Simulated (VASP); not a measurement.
# H in VASP: notebook

H is run at these levels: PBE, PBEsol; tasks: single point.

Program: VASP 6.6.1. These are calculated values, not measurements. Logs are shortened: lines on timing, memory, paths and dates and some standing lists are left out, and cuts for length are marked.

## 1. The cell of the first run

The typed cell holds 4 atoms: a = 3.067 Å, b = 3.076 Å, c = 6.243 Å, α = 88.11°, β = 92.12°, γ = 117.29°.

## 2. Single point, PBE (atoms moved at random and the cell strained at random)

INCAR

```
  ALGO = Normal
  EDIFF = 1E-6
  ENCUT = 520
  GGA = PE
  ISIF = 2
  ISMEAR = 0
  LASPH = T
  LCHARG = T
  LELF = T
  LREAL = F
  LVHAR = T
  LWAVE = F
  NBANDS = 10
  NELM = 80
  PREC = Accurate
  SIGMA = 0.02
```

KPOINTS

```
k-points
0
Gamma
  8 8 4
```

POSCAR

```
H
1.0
    1.5941437503     -2.6199092786     -0.0576835485
    1.6025573501      2.6249867567      0.0515839807
   -0.0116804719      0.1262753724      6.2414759693
H
4
Direct
    0.5806351199      0.4344934928      1.0049887014
    0.4223428136      0.5633960123     -0.0029281254
    0.4439018339      0.5927853552      0.5022518257
    0.5531202327      0.4093251398      0.4956875983
```

Potentials or basis: VASP PAW PBE potentials, release 64 (H).

Started as:

```sh
$ cat potpaw_PBE.64/H/POTCAR > POTCAR
$ mpirun -np 1 vasp_std > vasp.out
```

OUTCAR:

```text
EDIFF = 1E-6
   ENCUT = 520
   GGA = PE
   ISIF = 2
   ISMEAR = 0
   LASPH = T
   LREAL = F
   NELM = 80
   PREC = Accurate

 ion  position               nearest neighbor table
   1  0.581  0.434  0.005-   2 0.75
   2  0.422  0.563  0.997-   1 0.75
   3  0.444  0.593  0.502-   4 0.78
   4  0.553  0.409  0.496-   3 0.78

  LATTYP: Found a triclinic cell.
 ALAT       =     3.0673353772
 B/A-ratio  =     1.0028052200
 C/A-ratio  =     2.0352401606
 COS(alpha) =     0.0330538789
 COS(beta)  =     0.0370512179
 COS(gamma) =     0.4584550847

  Lattice vectors:

 A1 = (   1.5941437503,  -2.6199092786,  -0.0576835485)
 A2 = (  -1.6025573501,  -2.6249867567,  -0.0515839807)
 A3 = (   0.0116804719,  -0.1262753724,  -6.2414759693)

Analysis of symmetry for initial positions (statically):
=====================================================================
 Subroutine PRICEL returns:
 Original cell was already a primitive cell.

 Routine SETGRP: Setting up the symmetry group for a
 triclinic supercell.

 Subroutine GETGRP returns: Found  1 space group operations
 (whereof  1 operations were pure point group operations)
 out of a pool of  2 trial point group operations.

The static configuration has the point symmetry C_1 .

Analysis of symmetry for dynamics (positions and initial velocities):
=====================================================================
 Subroutine PRICEL returns:
 Original cell was already a primitive cell.

 Routine SETGRP: Setting up the symmetry group for a
 triclinic supercell.

 Subroutine GETGRP returns: Found  1 space group operations
 (whereof  1 operations were pure point group operations)
 out of a pool of  2 trial point group operations.

The dynamic configuration has the point symmetry C_1 .

 Subroutine INISYM returns: Found  1 space group operations
 (whereof  1 operations are pure point group operations),
 and found     1 'primitive' translations

----------------------------------------------------------------------------------------

                                     Primitive cell

  volume of cell :      52.3011

  direct lattice vectors                    reciprocal lattice vectors
     1.594143750 -2.619909279 -0.057683549     0.313134774 -0.191256685  0.004455448
     1.602557350  2.624986757  0.051583981     0.312514114  0.190228224 -0.003263784
    -0.011680472  0.126275372  6.241475969     0.000311145 -0.003339770  0.160286665

  length of vectors
     3.067335377  3.075939928  6.242764146     0.366950075  0.365872247  0.160321757

  position of ions in fractional coordinates (direct lattice)
     0.580635120  0.434493493  0.004988701
     0.422342814  0.563396012  0.997071875
     0.443901834  0.592785355  0.502251826
     0.553120233  0.409325140  0.495687598

  ion indices of the primitive-cell ions
   primitive index   ion index
                 1           1
                 2           2
                 3           3
                 4           4

----------------------------------------------------------------------------------------

 KPOINTS: k-points

Automatic generation of k-mesh.
 Grid dimensions read from file:
 generate k-points for:    8    8    4

 Generating k-lattice:

  Cartesian coordinates                     Fractional coordinates (reciprocal lattice)
     0.039141847 -0.023907086  0.000556931     0.125000000 -0.000000000 -0.000000000
     0.039064264  0.023778528 -0.000407973    -0.000000000  0.125000000  0.000000000
     0.000077786 -0.000834942  0.040071666    -0.000000000  0.000000000  0.250000000

  Length of vectors
     0.045868759  0.045734031  0.040080439

  Shift w.r.t. Gamma in fractional coordinates (k-lattice)
     0.000000000  0.000000000  0.000000000

 Subroutine IBZKPT returns following result:
 ===========================================

 Found    132 irreducible k-points:

 Following reciprocal coordinates:
            Coordinates               Weight
  0.000000  0.000000  0.000000      1.000000
  0.125000 -0.000000  0.000000      2.000000
  0.250000 -0.000000  0.000000      2.000000
  0.375000  0.000000  0.000000      2.000000
  0.500000 -0.000000  0.000000      1.000000
  0.000000  0.125000 -0.000000      2.000000
[... 16 lines left out ...]
  0.125000  0.375000 -0.000000      2.000000
  0.250000  0.375000 -0.000000      2.000000
 [... further k-points ...]
   k-points           NKPTS =    132   k-points in BZ     NKDIM =    132   number of bands    NBANDS=     10
   number of dos      NEDOS =    301   number of ions     NIONS =      4
   total plane-waves  NPLWV =  27648
   dimension x,y,z NGX =    24 NGY =   24 NGZ =   48
   dimension x,y,z NGXF=    48 NGYF=   48 NGZF=   96
   ions per type =               4
   NGX,Y,Z   is equivalent  to a cutoff of  13.01, 12.97, 12.78 a.u.
   NGXF,Y,Z  is equivalent  to a cutoff of  26.02, 25.94, 25.56 a.u.
 SYSTEM =  unknown system
   PREC   = accura    normal or accurate (medium, high low for compatibility)
   ISTART =      0    job   : 0-new  1-cont  2-samecut
   ICHARG =      2    charge: 1-file 2-atom 10-const
   ISPIN  =      1    spin polarized calculation?
   LNONCOLLINEAR =      F non collinear calculations
   LSORBIT =      F    spin-orbit coupling
   LASPH  =      T    aspherical Exc in radial PAW
   ENCUT  =  520.0 eV  38.22 Ry    6.18 a.u.   5.70  5.72 11.61*2*pi/ulx,y,z
   NELM   =     80;   NELMIN=  2; NELMDL= -5     # of ELM steps
   EDIFF  = 0.1E-05   stopping-criterion for ELM
   LREAL  =      F    real-space projection
   EDIFFG = 0.1E-04   stopping-criterion for IOM
   NSW    =      0    number of steps for IOM
   IBRION =     -1    ionic relax: 0-MD 1-quasi-New 2-CG
   NFREE  =      0    steps in history (QN), initial steepest desc. (CG)
   ISIF   =      2    stress and relaxation
   ISYM   =      2    0-nonsym 1-usesym 2-fastsym
   POTIM  = 0.5000    time-step for ionic-motion
   TEBEG  =    0.0;   TEEND  =   0.0 temperature during run
   PSTRESS=    0.0 pullay stress
   NELECT =       4.0000    total number of electrons
   NUPDOWN=      -1.0000    fix difference up-down
   EMIN   =  10.00;   EMAX   =-10.00  energy-range for DOS
   EFERMI =   0.00;   METHOD = LEGACY
   ISMEAR =     0;   SIGMA  =   0.02  broadening in eV -4-tet -1-fermi 0-gaus
   EFERMI_NEDOS =   21; number of points for ismear=-14 and -15
   IALGO  =     38    algorithm
   IMIX   =      4    mixing-type and parameters
     AMIX     =   0.40;   BMIX     =  1.00
     AMIX_MAG =   1.60;   BMIX_MAG =  1.00
  volume/ion in A,a.u.               =      13.08        88.24
  Fermi-wavevector in a.u.,A,eV,Ry     =   0.694904  1.313178  6.570135  0.482891
  Thomas-Fermi vector in A             =   1.777527
   LORBIT       =      0    0 simple, 1 ext, 2 COOP (PROOUT), +10 PAW based schemes
   GGA     = PE    functional components
   LHFCALC =     F    Hartree Fock is set to
   AEXX    =    0.0000 exact exchange contribution
   IVDW    =     0    specifies the selected vdW correction
   LEPSILON=     F    determine dielectric tensor
   LRPA    =     F    only Hartree local field effects (RPA)
 non-spin polarized calculation
 Gauss-broadening in eV      SIGMA  =   0.02
  energy-cutoff  :      520.00
  volume of cell :       52.30
 maximum number of plane-waves:      1423
   NGX = 11   NGY = 11   NGZ = 23

 number of electron       4.0000000 magnetization

 Free energy of the ion-electron system (eV)
  ---------------------------------------------------
  ext. energy  EPLUGINS =         0.00000000
  ---------------------------------------------------
  free energy    TOTEN  =       -13.53741753 eV

  energy without entropy =      -13.53741753  energy(sigma->0) =      -13.53741753

 E-fermi :  -8.0515     XC(G=0):  -5.0503

 val. band max:       -8.1727806806   @ k =   0.5000   0.5000  -0.0000
 cond. band min:      -0.3049952793   @ k =   0.5000   0.5000  -0.0000
 fundamental gap:      7.8677854013
 Fermi energy:        -8.0515088155

 k-point     1 :       0.0000    0.0000    0.0000
  band No.  band energies     occupation
      1     -10.4654      2.00000
      2      -9.6975      2.00000
      3       0.7433      0.00000
      4       4.4578      0.00000
      5       8.7046      0.00000
      6       9.3842      0.00000
      7       9.4210      0.00000
      8      10.2934      0.00000
      9      13.4473      0.00000
     10      13.9156      0.00000

 k-point     2 :       0.1250   -0.0000    0.0000
  band No.  band energies     occupation
      1     -10.2966      2.00000
      2      -9.5526      2.00000
      3       1.0522      0.00000
      4       4.0590      0.00000
      5       7.5434      0.00000
      6       8.2031      0.00000
      7       9.9796      0.00000
      8      10.5581      0.00000
      9      11.8184      0.00000
     10      13.9311      0.00000

 k-point     3 :       0.2500   -0.0000    0.0000
  band No.  band energies     occupation
      1      -9.8481      2.00000
      2      -9.1741      2.00000
      3       1.9690      0.00000
      4       2.8221      0.00000
      5       5.3704      0.00000
      6       7.6085      0.00000
      7       9.5869      0.00000
      8      10.3769      0.00000
      9      11.3652      0.00000
     10      12.1912      0.00000

 k-point     4 :       0.3750    0.0000    0.0000
  band No.  band energies     occupation
      1      -9.3213      2.00000
      2      -8.7441      2.00000
      3       1.3990      0.00000
      4       3.4372      0.00000
      5       3.7326      0.00000
      6       7.5064      0.00000
      7       8.7240      0.00000
      8       8.8546      0.00000
      9       9.6839      0.00000
     10      12.4261      0.00000

 k-point     5 :       0.5000   -0.0000    0.0000
  band No.  band energies     occupation
      1      -9.0709      2.00000
      2      -8.5459      2.00000
      3       0.7904      0.00000
      4       3.0537      0.00000
      5       4.9115      0.00000
      6       6.7866      0.00000
      7       7.6533      0.00000
      8       8.2039      0.00000
      9       9.5035      0.00000
     10      12.0111      0.00000

 k-point     6 :       0.0000    0.1250   -0.0000
  band No.  band energies     occupation
      1     -10.2958      2.00000
      2      -9.5500      2.00000
      3       1.0503      0.00000
      4       4.0085      0.00000
      5       7.2756      0.00000
      6       8.2805      0.00000
      7      10.1712      0.00000
      8      10.6382      0.00000
      9      11.9413      0.00000
     10      14.0398      0.00000
[... 183 lines left out ...]
 k-point    21 :      -0.1250    0.2500   -0.0000
  band No.  band energies     occupation
      1      -9.9156      2.00000
      2      -9.2151      2.00000
      3       1.7127      0.00000
      4       2.6848      0.00000
      5       4.9287      0.00000
      6       8.4974      0.00000
      7       9.9711      0.00000
      8      11.0900      0.00000
      9      11.7210      0.00000
     10      13.8244      0.00000

 k-point    22 :       0.0000    0.3750   -0.0000
  band No.  band energies     occupation
      1      -9.3170      2.00000
      2      -8.7160      2.00000
      3       1.1607      0.00000
      4       3.3704      0.00000
      5       3.5107      0.00000
      6       7.7159      0.00000
      7       8.7700      0.00000
      8       8.9806      0.00000
      9      10.0199      0.00000
     10      12.5081      0.00000

 k-point    23 :       0.1250    0.3750   -0.0000
  band No.  band energies     occupation
      1      -9.0812      2.00000
      2      -8.5235      2.00000
      3       1.0684      0.00000
      4       3.2973      0.00000
      5       4.4891      0.00000
      6       5.2703      0.00000
      7       7.5318      0.00000
      8       7.7971      0.00000
      9      10.7257      0.00000
     10      13.2363      0.00000

 k-point    24 :       0.2500    0.3750   -0.0000
  band No.  band energies     occupation
      1      -8.8151      2.00000
      2      -8.3021      2.00000
      3       1.1733      0.00000
      4       3.0772      0.00000
      5       3.5341      0.00000
      6       5.7559      0.00000
      7       6.0285      0.00000
      8       7.7488      0.00000
      9      10.1309      0.00000
     10      11.5824      0.00000

 [... further k-points ...]

------------------------ aborting loop because EDIFF is reached ----------------------------------------

  FORCE on cell =-STRESS in cart. coord.  units (eV):
  Direction    XX          YY          ZZ          XY          YZ          ZX
  --------------------------------------------------------------------------------------
  -------------------------------------------------------------------------------------
  Total        0.0823270     -0.7742733      0.0466987     -0.1036228     -0.0409732     -0.0094359
  in kB        2.5219843    -23.7188961      1.4305569     -3.1743534     -1.2551621     -0.2890558
  external PRESSURE =      -6.5887849 kB  Pullay stress =       0.0000000 kB

 VOLUME and BASIS-vectors are now :
 -----------------------------------------------------------------------------
  energy-cutoff  :      520.00
  volume of cell :       52.30
      direct lattice vectors                 reciprocal lattice vectors
     1.594143750 -2.619909279 -0.057683549     0.313134774 -0.191256685  0.004455448
     1.602557350  2.624986757  0.051583981     0.312514114  0.190228224 -0.003263784
    -0.011680472  0.126275372  6.241475969     0.000311145 -0.003339770  0.160286665

 POSITION                                       TOTAL-FORCE (eV/Angst)
 -----------------------------------------------------------------------------------
      1.62186     -0.38004      0.02006        -0.011995      0.168151     -0.006725
      1.56450      0.49831      6.22790         0.012014     -0.168441      0.004813
      1.65175      0.45649      3.13977        -0.152274     -0.944852     -0.065397
      1.53193     -0.31206      3.08303         0.152255      0.945141      0.067309
 -----------------------------------------------------------------------------------
    total drift:                               -0.000035      0.000021      0.000018

  FREE ENERGIE OF THE ION-ELECTRON SYSTEM (eV)
  ---------------------------------------------------
  free  energy   TOTEN  =       -13.5374175267 eV

  energy  without entropy=      -13.5374175267  energy(sigma->0) =      -13.53741753
```

Run time: 38 s. Hardware: 1 thread of Intel Xeon 6975P-C, shared host; peak memory 0.19 GiB.

Results:

```yaml
Free_energy: -13.5374 eV
Pressure: -0.7 GPa
Largest_force: 0.960 eV/Å
Band_gap_on_the_k_mesh: 7.87 eV
```

Forces on the atoms (eV/Å):
```
H   -0.012  0.168 -0.007
H    0.012 -0.168  0.005
H   -0.152 -0.945 -0.065
H    0.152  0.945  0.067
```

Stress tensor (GPa, compression positive):
```
 0.25 -0.32 -0.03
-0.32 -2.37 -0.13
-0.03 -0.13  0.14
```

Caveat: the cell differs from its parent crystal (atoms moved at random and the cell strained at random). A k mesh can miss the band edges.

(Continued in part 2 of 3.)
